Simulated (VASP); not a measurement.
A run of VASP 6.6.1:

The input INCAR:

```
PREC = Accurate
ENCUT = 500
EDIFF = 1E-6
ISMEAR = -1
SIGMA = 0.15
LREAL = False
LASPH = True
NELM = 120
ALGO = Normal
ISIF = 2
LWAVE = False
LCHARG = False
GGA = PE
NBANDS = 16
GGA_COMPAT = False
```

The input KPOINTS:

```
Automatic mesh
0
Gamma
  8 8 8
```

The input POSCAR:

```
InAs
1.0
    0.0000000000      3.0944000000      3.0944000000
    3.0944000000      0.0000000000      3.0944000000
    3.0944000000      3.0944000000      0.0000000000
In As
1 1
Direct
    0.0000000000      0.0000000000      0.0000000000
    0.2500000000      0.2500000000      0.2500000000
```

Potentials or basis: VASP PAW PBE potentials, release 64 (In_d, As).

Run with:

```console
$ cat potpaw_PBE.64/In_d/POTCAR potpaw_PBE.64/As/POTCAR > POTCAR
$ mpirun -np 1 vasp_std > vasp.out
```

Hardware: 1 thread of Intel(R) Xeon(R) Platinum 8488C (Sapphire Rapids) (shared host).

**Question.** How long does it take, and how much memory?

**Answer.** Wall time 20 s on 1 thread of Intel(R) Xeon(R) Platinum 8488C (Sapphire Rapids) (shared host), peak memory 0.18 GiB. Counts: scf iterations 13, k points 29.
